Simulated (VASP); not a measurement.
Set up this calculation in VASP 6.6.1, as the native input.

```
Task                   : single point
Functional             : LDA
Potentials or basis    : VASP PAW LDA potentials, release 64 (Li_sv, Nb_sv, O)
Cutoff                 : 750 eV
k mesh                 : 6 × 6 × 6
Occupations            : gaussian, width 0.05 eV
Spin                   : no spin polarisation
Dipole correction      : no
Further INCAR settings : ALGO = Normal; EDIFF = 1e-06; NBANDS = 45
```

The structure of LiNbO3 lies in POSCAR:

```
LiNbO3
1.0
    2.5328080773      1.4623174253      4.7105164622
   -2.5328080773      1.4623174253      4.7105164622
    0.0000000000     -2.9246348505      4.7105164623
Li Nb O
2 2 6
Direct
    0.2820532489      0.2820532489      0.2820532489
    0.7820532489      0.7820532489      0.7820532489
    0.9985425380      0.9985425380      0.9985425380
    0.4985425380      0.4985425380      0.4985425380
    0.1062571809      0.3667678423      0.7180491900
    0.7180491900      0.1062571809      0.3667678423
    0.3667678423      0.7180491900      0.1062571809
    0.2180491900      0.8667678423      0.6062571809
    0.8667678423      0.6062571809      0.2180491900
    0.6062571809      0.2180491900      0.8667678423
```

One way to write it, as run:

INCAR

```
ALGO = Normal ; EDIFF = 1E-6
ENCUT = 750 ; GGA_COMPAT = False
ISIF = 2 ; ISMEAR = 0
LASPH = True ; LCHARG = True
LELF = True ; LREAL = False
LVHAR = True ; LWAVE = False
NBANDS = 45 ; NELM = 120
PREC = Accurate ; SIGMA = 0.05
```

KPOINTS

```
k-points
0
Gamma
  6 6 6
```

Potentials or basis: VASP PAW LDA potentials, release 64 (Li_sv, Nb_sv, O).

Launch:

```sh
$ cat potpaw_LDA.64/Li_sv/POTCAR potpaw_LDA.64/Nb_sv/POTCAR potpaw_LDA.64/O/POTCAR > POTCAR
$ mpirun -np 1 vasp_std > vasp.out
```

It gave:

* Pressure: -6.4 GPa
* Largest force: 0.286 eV/Å
* Band gap on the k mesh: 3.34 eV (least direct gap 3.35 eV)

Caveat: the cell stands under tension.

Run time: 14 min on 1 thread of Oxide Virtual Turin-like Processor (shared host), peak memory 0.37 GiB.
